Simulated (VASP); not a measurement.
# Zn (Cmce) in VASP: relaxation of cell and atoms with r2SCAN

Aim: the relaxation of cell and atoms of Zn with r2SCAN.

All numbers are computed with VASP 6.6.1; they aren't measurements. Logs are shortened: lines on timing, memory, paths and dates and some standing lists are left out, and cuts for length are marked.

**1. The cell of the first run**

The structure is orthorhombic, space group Cmce (No. 64). The conventional cell has a = 5.228 Å, b = 3.455 Å, c = 7.048 Å, α = 90.00°, β = 90.00°, γ = 90.00°. Within 2.6 Å of Zn (site symmetry m) lie 3 Zn at 1.95 to 2.55 Å.

**2. Relaxation of cell and atoms, r2SCAN**

POSCAR

```
Zn
1.0
    2.6140511515     -1.7276878389      0.0000000000
    2.6140511515      1.7276878389      0.0000000000
    0.0000000000      0.0000000000      7.0476692657
Zn
4
Direct
    0.8500000000      0.1500000000      0.1170000000
    0.6500000000      0.3500000000      0.6170000000
    0.1500000000      0.8500000000      0.8830000000
    0.3500000000      0.6500000000      0.3830000000
```

INCAR.step1

```
SYSTEM = Zn
PREC     = Accurate       ! precision mode
ENCUT    = 550            ! plane-wave cutoff, eV
ISMEAR   = 0              ! smearing method
SIGMA    = 0.1            ! smearing width, eV
LREAL    = .False.        ! projectors in reciprocal space
LASPH    = .True.         ! aspherical terms in the spheres
NELM     = 120            ! most SCF steps
GGA      = PE             ! functional
ALGO     = Normal         ! electronic algorithm
EDIFF    = 1E-5           ! SCF threshold, eV
LWAVE    = .True.         ! write WAVECAR
LCHARG   = .False.        ! write CHGCAR
GGA_COMPAT= .False.      
IBRION   = 2              ! ionic algorithm
ISIF     = 3              ! what is computed and relaxed
EDIFFG   = -0.005         ! ionic threshold
NELMIN   = 4            
NSW      = 100            ! ionic steps
```

INCAR.step2

```
SYSTEM = Zn
PREC     = Accurate       ! precision mode
ENCUT    = 550            ! plane-wave cutoff, eV
EDIFF    = 1E-7           ! SCF threshold, eV
ISMEAR   = 0              ! smearing method
SIGMA    = 0.1            ! smearing width, eV
LREAL    = .False.        ! projectors in reciprocal space
LASPH    = .True.         ! aspherical terms in the spheres
NELM     = 120            ! most SCF steps
ALGO     = Normal         ! electronic algorithm
ISIF     = 3              ! what is computed and relaxed
LWAVE    = .False.        ! write WAVECAR
LCHARG   = .False.        ! write CHGCAR
METAGGA  = R2SCAN         ! meta-GGA
LMIXTAU  = .True.       
IBRION   = 2              ! ionic algorithm
NSW      = 90             ! ionic steps
EDIFFG   = -0.04          ! ionic threshold
ISTART   = 1            
GGA_COMPAT= .False.      
NELMIN   = 4
```

KPOINTS

```
Automatic mesh
0
Gamma
  6 6 4
  0 0 0
```

Potentials or basis: VASP PAW PBE potentials, release 64 (Zn).

Started as:

```console
cat potpaw_PBE.64/Zn/POTCAR > POTCAR
cp INCAR.step1 INCAR
mpirun -np 1 vasp_std > vasp.out
cp INCAR.step2 INCAR
mpirun -np 1 vasp_std > vasp.out
```

OUTCAR:

```text
SYSTEM = Zn
   PREC = Accurate
   ENCUT = 550
   EDIFF = 1E-7
   ISMEAR = 0
   LREAL = .False.
   LASPH = .True.
   NELM = 120
   ISIF = 3
   METAGGA = R2SCAN
   IBRION = 2
   NSW = 90
   EDIFFG = -0.04
   ISTART = 1
   NELMIN = 4

 ion  position               nearest neighbor table
   1  0.850  0.150  0.117-   3 1.95   4 2.55   4 2.55   3 2.93
   2  0.650  0.350  0.617-   4 1.95   3 2.55   3 2.55   4 2.93
   3  0.150  0.850  0.883-   1 1.95   2 2.55   2 2.55   1 2.93
   4  0.350  0.650  0.383-   2 1.95   1 2.55   1 2.55   2 2.93

  LATTYP: Found a base centered orthorhombic cell.
 ALAT       =     3.4553756778
 B/A-ratio  =     1.5130344109
 C/A-ratio  =     2.0396246090

  Lattice vectors:

 A1 = (  -2.6140511515,  -1.7276878389,   0.0000000000)
 A2 = (   2.6140511515,  -1.7276878389,   0.0000000000)
 A3 = (   0.0000000000,   0.0000000000,   7.0476692657)

Analysis of symmetry for initial positions (statically):
=====================================================================
 Subroutine PRICEL returns:
 Original cell was already a primitive cell.

 Routine SETGRP: Setting up the symmetry group for a
 base centered orthorhombic supercell.

 Subroutine GETGRP returns: Found  8 space group operations
 (whereof  4 operations were pure point group operations)
 out of a pool of  8 trial point group operations.

The static configuration has the point symmetry C_2h.
 The point group associated with its full space group is D_2h.

Analysis of symmetry for dynamics (positions and initial velocities):
=====================================================================
 Subroutine PRICEL returns:
 Original cell was already a primitive cell.

 Routine SETGRP: Setting up the symmetry group for a
 base centered orthorhombic supercell.

 Subroutine GETGRP returns: Found  8 space group operations
 (whereof  4 operations were pure point group operations)
 out of a pool of  8 trial point group operations.

The dynamic configuration has the point symmetry C_2h.
 The point group associated with its full space group is D_2h.

 Subroutine INISYM returns: Found  8 space group operations
 (whereof  4 operations are pure point group operations),
 and found     1 'primitive' translations

----------------------------------------------------------------------------------------

                                     Primitive cell

  volume of cell :      63.6583

  direct lattice vectors                    reciprocal lattice vectors
     2.614051152 -1.727687839  0.000000000     0.191273992 -0.289404132  0.000000000
     2.614051152  1.727687839  0.000000000     0.191273992  0.289404132  0.000000000
     0.000000000  0.000000000  7.047669266     0.000000000  0.000000000  0.141890881

  length of vectors
     3.133395713  3.133395713  7.047669266     0.346901271  0.346901271  0.141890881

  position of ions in fractional coordinates (direct lattice)
     0.850000000  0.150000000  0.117000000
     0.650000000  0.350000000  0.617000000
     0.150000000  0.850000000  0.883000000
     0.350000000  0.650000000  0.383000000

  ion indices of the primitive-cell ions
   primitive index   ion index
                 1           1
                 2           2
                 3           3
                 4           4

----------------------------------------------------------------------------------------

 KPOINTS: Automatic mesh

Automatic generation of k-mesh.
 Grid dimensions read from file:
 generate k-points for:    6    6    4

 Generating k-lattice:

  Cartesian coordinates                     Fractional coordinates (reciprocal lattice)
     0.031878999 -0.048234022  0.000000000     0.166666667  0.000000000  0.000000000
     0.031878999  0.048234022  0.000000000     0.000000000  0.166666667  0.000000000
     0.000000000  0.000000000  0.035472720     0.000000000  0.000000000  0.250000000

  Length of vectors
     0.057816879  0.057816879  0.035472720

  Shift w.r.t. Gamma in fractional coordinates (k-lattice)
     0.000000000  0.000000000  0.000000000

 Subroutine IBZKPT returns following result:
 ===========================================

 Found     39 irreducible k-points:

 Following reciprocal coordinates:
            Coordinates               Weight
  0.000000  0.000000  0.000000      1.000000
  0.166667  0.000000  0.000000      4.000000
  0.333333  0.000000  0.000000      4.000000
  0.500000  0.000000  0.000000      2.000000
  0.166667  0.166667  0.000000      2.000000
  0.333333  0.166667  0.000000      4.000000
[... 16 lines left out ...]
  0.333333  0.333333  0.250000      4.000000
  0.500000  0.333333  0.250000      8.000000
 [... further k-points ...]
   k-points           NKPTS =     39   k-points in BZ     NKDIM =     39   number of bands    NBANDS=     28
   number of dos      NEDOS =    301   number of ions     NIONS =      4
   total plane-waves  NPLWV =  31104
   dimension x,y,z NGX =    24 NGY =   24 NGZ =   54
   dimension x,y,z NGXF=    48 NGYF=   48 NGZF=  108
   ions per type =               4
   NGX,Y,Z   is equivalent  to a cutoff of  12.73, 12.73, 12.74 a.u.
   NGXF,Y,Z  is equivalent  to a cutoff of  25.47, 25.47, 25.48 a.u.
 SYSTEM =  Zn
   PREC   = accura    normal or accurate (medium, high low for compatibility)
   ISTART =      1    job   : 0-new  1-cont  2-samecut
   ICHARG =      0    charge: 1-file 2-atom 10-const
   ISPIN  =      1    spin polarized calculation?
   LNONCOLLINEAR =      F non collinear calculations
   LSORBIT =      F    spin-orbit coupling
   LASPH  =      T    aspherical Exc in radial PAW
   ENCUT  =  550.0 eV  40.42 Ry    6.36 a.u.   5.99  5.99 13.48*2*pi/ulx,y,z
   NELM   =    120;   NELMIN=  4; NELMDL=  0     # of ELM steps
   EDIFF  = 0.1E-06   stopping-criterion for ELM
   LREAL  =      F    real-space projection
   EDIFFG = -.4E-01   stopping-criterion for IOM
   NSW    =     90    number of steps for IOM
   IBRION =      2    ionic relax: 0-MD 1-quasi-New 2-CG
   NFREE  =      1    steps in history (QN), initial steepest desc. (CG)
   ISIF   =      3    stress and relaxation
   ISYM   =      2    0-nonsym 1-usesym 2-fastsym
   POTIM  = 0.5000    time-step for ionic-motion
   TEBEG  =    0.0;   TEEND  =   0.0 temperature during run
   PSTRESS=    0.0 pullay stress
   NELECT =      48.0000    total number of electrons
   NUPDOWN=      -1.0000    fix difference up-down
   EMIN   =  10.00;   EMAX   =-10.00  energy-range for DOS
   EFERMI =   0.00;   METHOD = LEGACY
   ISMEAR =     0;   SIGMA  =   0.10  broadening in eV -4-tet -1-fermi 0-gaus
   EFERMI_NEDOS =   21; number of points for ismear=-14 and -15
   IALGO  =     38    algorithm
   IMIX   =      4    mixing-type and parameters
     AMIX     =   0.40;   BMIX     =  1.00
     AMIX_MAG =   1.60;   BMIX_MAG =  1.00
  volume/ion in A,a.u.               =      15.91       107.40
  Fermi-wavevector in a.u.,A,eV,Ry     =   1.490060  2.815804 30.208708  2.220277
  Thomas-Fermi vector in A             =   2.602889
   LORBIT       =      0    0 simple, 1 ext, 2 COOP (PROOUT), +10 PAW based schemes
   METAGGA = R2SCAN    functional components
   LHFCALC =     F    Hartree Fock is set to
   AEXX    =    0.0000 exact exchange contribution
   IVDW    =     0    specifies the selected vdW correction
   LEPSILON=     F    determine dielectric tensor
   LRPA    =     F    only Hartree local field effects (RPA)
 conjugate gradient relaxation of ions
 non-spin polarized calculation
 Gauss-broadening in eV      SIGMA  =   0.10
  energy-cutoff  :      550.00
  volume of cell :       63.66
 maximum number of plane-waves:      1884
   NGX = 11   NGY = 11   NGZ = 27

--------------------------------------- Ionic step        1  -------------------------------------------

 number of electron      48.0000015 magnetization

 Free energy of the ion-electron system (eV)
  ---------------------------------------------------
  ext. energy  EPLUGINS =         0.00000000
  ---------------------------------------------------
  free energy    TOTEN  =       -32.17290042 eV

  energy without entropy =      -32.16818862  energy(sigma->0) =      -32.17054452

------------------------ aborting loop because EDIFF is reached ----------------------------------------

  FORCE on cell =-STRESS in cart. coord.  units (eV):
  Direction    XX          YY          ZZ          XY          YZ          ZX
  --------------------------------------------------------------------------------------
  -------------------------------------------------------------------------------------
  Total       -1.4096199      5.9262392     17.7887513      0.0000000      0.0000000      0.0000000
  in kB      -35.4778872    149.1539951    447.7145187      0.0000000      0.0000000      0.0000000
  external PRESSURE =     187.1302089 kB  Pullay stress =       0.0000000 kB
[... 95 lines left out ...]
  FREE ENERGIE OF THE ION-ELECTRON SYSTEM (eV)
  ---------------------------------------------------
  free  energy   TOTEN  =       -34.3087080251 eV

  energy  without entropy=      -34.3023968193  energy(sigma->0) =      -34.30555242

 E-fermi :   6.5081     XC(G=0): -14.9256

 val. band max:        6.5044003818   @ k =   0.1667   0.0000   0.2500
 cond. band min:       6.6357048859   @ k =   0.5000   0.1667   0.2500
 fundamental gap:      0.1313045041
 Fermi energy:         6.5080684192

 k-point     1 :       0.0000    0.0000    0.0000
  band No.  band energies     occupation
      1      -8.2495      2.00000
      2      -6.4445      2.00000
      3      -5.8826      2.00000
      4      -4.9642      2.00000
      5      -4.1712      2.00000
      6      -4.0186      2.00000
[... 733 lines left out ...]
     27      10.2890      0.00000
     28      11.0101      0.00000

 [... further k-points ...]

[... ionic steps 4 to 28 ...]

--------------------------------------- Ionic step       29  -------------------------------------------

 number of electron      48.0000146 magnetization

------------------------ aborting loop because EDIFF is reached ----------------------------------------
[... 71 lines left out ...]
--------------------------------------- Ionic step       31  -------------------------------------------

 number of electron      48.0000146 magnetization

 Free energy of the ion-electron system (eV)
  ---------------------------------------------------
  ext. energy  EPLUGINS =         0.00000000
  ---------------------------------------------------
  free energy    TOTEN  =       -35.17065539 eV

  energy without entropy =      -35.16467420  energy(sigma->0) =      -35.16766480

 E-fermi :   3.7396     XC(G=0): -12.9873

 val. band max:        3.7343362223   @ k =   0.5000   0.1667   0.5000
 cond. band min:       3.8414790531   @ k =  -0.1667   0.1667   0.0000
 fundamental gap:      0.1071428309
 Fermi energy:         3.7396251761

 k-point     1 :       0.0000    0.0000    0.0000
  band No.  band energies     occupation
      1      -7.9404      2.00000
      2      -6.1010      2.00000
      3      -6.0763      2.00000
      4      -5.6002      2.00000
      5      -5.1519      2.00000
      6      -4.9873      2.00000
[... 733 lines left out ...]
     27       6.3043      0.00000
     28       6.4020      0.00000

 [... further k-points ...]

------------------------ aborting loop because EDIFF is reached ----------------------------------------

  FORCE on cell =-STRESS in cart. coord.  units (eV):
  Direction    XX          YY          ZZ          XY          YZ          ZX
  --------------------------------------------------------------------------------------
  -------------------------------------------------------------------------------------
  Total        0.0734370     -0.0618815     -0.0620075      0.0000000     -0.0000000      0.0000000
  in kB        2.0338067     -1.7137819     -1.7172721      0.0000000     -0.0000000      0.0000000
  external PRESSURE =      -0.4657491 kB  Pullay stress =       0.0000000 kB
[... 19 lines left out ...]
  FREE ENERGIE OF THE ION-ELECTRON SYSTEM (eV)
  ---------------------------------------------------
  free  energy   TOTEN  =       -35.1706553925 eV

  energy  without entropy=      -35.1646742041  energy(sigma->0) =      -35.16766480

 reached required accuracy - stopping structural energy minimisation
```

Run time: 69 min. Hardware: 1 thread of AMD EPYC 9R45 (Zen 5), shared host; peak memory 0.21 GiB.

Results:

```
Free energy                           : -35.1707 eV
Relaxed volume                        : 14.46 Å³/atom
Relaxed cell                          : a = 2.655 Å, b = 2.655 Å, c = 8.737 Å, α = 90.00°, β = 90.00°, γ = 69.95°
Space group after relaxing (to 0.1 Å) : Im-3m (No. 229)
Energy gained by relaxing             : 749.4 meV/atom
Ionic steps                           : 31
Pressure after relaxing               : 0.0 GPa
Largest force after relaxing          : 0.025 eV/Å
Band gap on the k mesh                : zero (bands 24 and 25 overlap by 2.63 eV)
```

Forces on the atoms (eV/Å):
```
Zn   0.000 -0.003  0.024
Zn   0.000  0.003  0.024
Zn   0.000  0.003 -0.024
Zn   0.000 -0.003 -0.024
```

The path:
```csv
step,energy change (eV),largest force (eV/Å),pressure (GPa),volume (Å³)
1,0.0000,6.4066,18.71,63.66
2,-1.4859,0.7680,-6.19,81.43
3,-2.1358,0.3465,-3.79,71.93
4,-2.1399,0.3303,-3.58,71.69
5,-2.1435,0.3088,-3.12,71.19
6,-2.1432,0.3119,-3.28,71.34
7,-2.2671,0.3617,-2.29,68.31
8,-2.6113,0.6593,2.37,59.44
9,-0.8176,1.0305,58.12,42.91
10,-2.6554,0.6789,5.23,57.31
11,-2.6610,0.7108,7.45,55.88
12,-2.7185,0.6471,7.21,55.49
13,-2.8154,0.3931,8.10,54.22
14,-2.8129,0.3202,9.23,53.64
15,-2.8968,0.2357,5.44,55.35
16,-2.9526,0.1267,0.23,58.27
17,-2.9529,0.1202,-0.26,58.60
18,-2.9528,0.1184,-0.42,58.70
19,-2.9555,0.1168,-0.40,58.68
20,-2.9627,0.1117,-0.37,58.61
21,-2.9695,0.1080,-0.33,58.47
22,-2.9744,0.1047,0.00,58.20
23,-2.9820,0.0939,0.99,57.42
24,-2.9859,0.0816,0.70,57.57
25,-2.9929,0.0505,-0.11,58.02
26,-2.9889,0.0567,-1.42,58.92
27,-2.9947,0.0437,-0.55,58.33
28,-2.9945,0.0377,-0.77,58.44
29,-2.9964,0.0338,-0.38,58.13
30,-2.9965,0.0352,-0.36,58.10
31,-2.9978,0.0247,-0.05,57.85
```

Final structure:
```
CELL_PARAMETERS angstrom
2.17541 -1.52194 0.00000
2.17541 1.52194 0.00000
0.00000 0.00000 8.73671
ATOMIC_POSITIONS crystal
Zn 0.74950 0.25050 0.12464
Zn 0.75050 0.24950 0.62464
Zn 0.25050 0.74950 0.87536
Zn 0.24950 0.75050 0.37536
```

Levels at points of the mesh, in eV from the Fermi level:
| k point | band 21 | band 22 | band 23 | band 24 | band 25 | band 26 | band 27 | band 28 |
| --- | --- | --- | --- | --- | --- | --- | --- | --- |
| (0.00, 0.00, 0.00) | -7.97 | -7.96 | -7.62 | -3.49 | -1.24 | 8.30 | 8.35 | 12.56 |
| (0.50, 0.00, 0.00) | -4.32 | -4.32 | -3.39 | -3.39 | -1.05 | -1.05 | 4.19 | 4.19 |
| (0.50, 0.50, 0.00) | -3.45 | -1.14 | -0.69 | -0.65 | 0.25 | 0.27 | 4.13 | 4.59 |
| (0.00, 0.00, 0.50) | -7.77 | -7.77 | -6.28 | -6.28 | 2.62 | 2.62 | 13.26 | 13.26 |
| (0.50, 0.00, 0.50) | -4.00 | -4.00 | -3.99 | -3.99 | 0.70 | 0.70 | 0.71 | 0.71 |
| (0.50, 0.50, 0.50) | -2.66 | -2.66 | -0.82 | -0.82 | 2.03 | 2.03 | 2.28 | 2.28 |

Caveat: the k points lie up to 0.42 Å⁻¹ apart in the final cell, too coarse for converged energies and pressures of a metal; a cell axis changed by over 15 % at a fixed basis, so the end point is rough; the PAW data sets were made with another functional, which shifts forces and pressure a little.

The gap in the log of VASP goes by the Fermi energy; the results here count the filled bands.